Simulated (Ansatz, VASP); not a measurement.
**One calculation of MgO, two programs**

```xyz
2
Lattice="0.0000 2.0919 2.0919 2.0919 0.0000 2.0919 2.0919 2.0919 0.0000" Properties=species:S:1:pos:R:3 pbc="T T T"
Mg    0.0000    0.0000    0.0000
O     2.0919    2.0919    2.0919
```

Change from the starting cell: volume scaled by 0.9405, PAW files.

Alike in both runs: task electric field gradients; functional PBE; k mesh 11 × 11 × 11; occupations fermi-dirac, width 0.01 eV; no spin polarisation.

|  | VASP | Ansatz |
| --- | --- | --- |
| version | VASP 6.6.1 | Ansatz 0.2.0 |
| potentials or method | VASP PAW PBE potentials, release 64 (Mg, O) | PAW with Ansatz's default frozen-core files, scalar-relativistic |
| plane-wave cutoff (eV) | 520 | 420 |
| valence electrons in the cell | 8 | 16 |

```csv
,VASP,Ansatz,Ansatz less VASP
gap on the k mesh at the Fermi level (eV),4.93,4.94,+0.016
pressure (GPa),7.5,8.2,+0.71
```

VASP's potentials hold 8 valence electrons a cell and Ansatz's 16, so a difference there can come from the potentials and not from the codes.
